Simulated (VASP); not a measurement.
Here is a VASP 6.6.1 calculation.

Contents of INCAR:

```
PREC     = Accurate       # precision mode
ENCUT    = 750            # plane-wave cutoff, eV
EDIFF    = 1E-8           # SCF threshold, eV
ISMEAR   = 0              # smearing method
SIGMA    = 0.01           # smearing width, eV
LREAL    = F              # projectors in reciprocal space
LASPH    = T              # aspherical terms in the spheres
NELM     = 120            # most SCF steps
ALGO     = Normal         # electronic algorithm
ISIF     = 3              # what is computed and relaxed
LWAVE    = F              # write WAVECAR
LCHARG   = T              # write CHGCAR
GGA      = PE             # functional
NBANDS   = 12             # bands
IBRION   = 6              # ionic algorithm
NFREE    = 2            
POTIM    = 0.015          # step
NSW      = 1              # ionic steps
GGA_COMPAT= F
```

Contents of KPOINTS:

```
Automatic mesh
0
Gamma
  8 8 8
```

File POSCAR:

```
LiCl
1.0
    0.0000000000      2.5751811172      2.5751811172
    2.5751811172      0.0000000000      2.5751811172
    2.5751811172      2.5751811172      0.0000000000
Li Cl
1 1
Direct
    0.5000000000      0.5000000000      0.5000000000
    0.0000000000      0.0000000000      0.0000000000
```

Potentials or basis: VASP PAW PBE potentials, release 64 (Li_sv, Cl).

Command:

```sh
$ cat potpaw_PBE.64/Li_sv/POTCAR potpaw_PBE.64/Cl/POTCAR > POTCAR
$ mpirun -np 1 vasp_std > vasp.out
```

Task: Predict the elastic constants C11, C12, C44.

Result: 52, 22, 25 GPa.

Task: What does it give for the Voigt bulk modulus?

Result: 32 GPa.

Task: What does it give for the highest phonon frequency at Γ, LO-TO splitting left out?

Result: 167 cm⁻¹.

Phonon frequencies in cm⁻¹ (negative: imaginary):
| q point | frequencies |
| --- | --- |
| (0.000, 0.000, 0.000) | 0 0 0 167 167 167 |
